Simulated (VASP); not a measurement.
A run of VASP 6.6.1:

File INCAR:

```
SYSTEM = SrO
PREC = Accurate ; ENCUT = 600
EDIFF = 1E-7 ; ISMEAR = 0
SIGMA = 0.02 ; LREAL = .False.
LASPH = .True. ; NELM = 120
ALGO = Normal ; ISIF = 3
LWAVE = .False. ; LCHARG = .False.
GGA = PE ; IVDW = 12
IBRION = 2 ; NSW = 70
EDIFFG = -0.02 ; GGA_COMPAT = .False.
NELMIN = 4
```

The input KPOINTS:

```
Automatic mesh
0
Gamma
  8 8 8
  0 0 0
```

The input POSCAR:

```
SrO
1.0
    0.0000000000      2.5837850000      2.5837850000
    2.5837850000      0.0000000000      2.5837850000
    2.5837850000      2.5837850000      0.0000000000
Sr O
1 1
Direct
    0.5000000000      0.5000000000      0.5000000000
    0.0000000000      0.0000000000      0.0000000000
```

Potentials or basis: VASP PAW PBE potentials, release 64 (Sr_sv, O).

Command:

```console
$ cat potpaw_PBE.64/Sr_sv/POTCAR potpaw_PBE.64/O/POTCAR > POTCAR
$ mpirun -np 1 vasp_std > vasp.out
```

Hardware: 1 thread of AMD EPYC 7R43 64-Core Processor (Zen 3), with other jobs on the host.

Question: Estimate the wall time of this run.

Answer: Wall time 43 s on 1 thread of AMD EPYC 7R43 64-Core Processor (Zen 3), with other jobs on the host, peak memory 0.16 GiB. Counts: scf iterations 31, k points 29, ion steps 3.
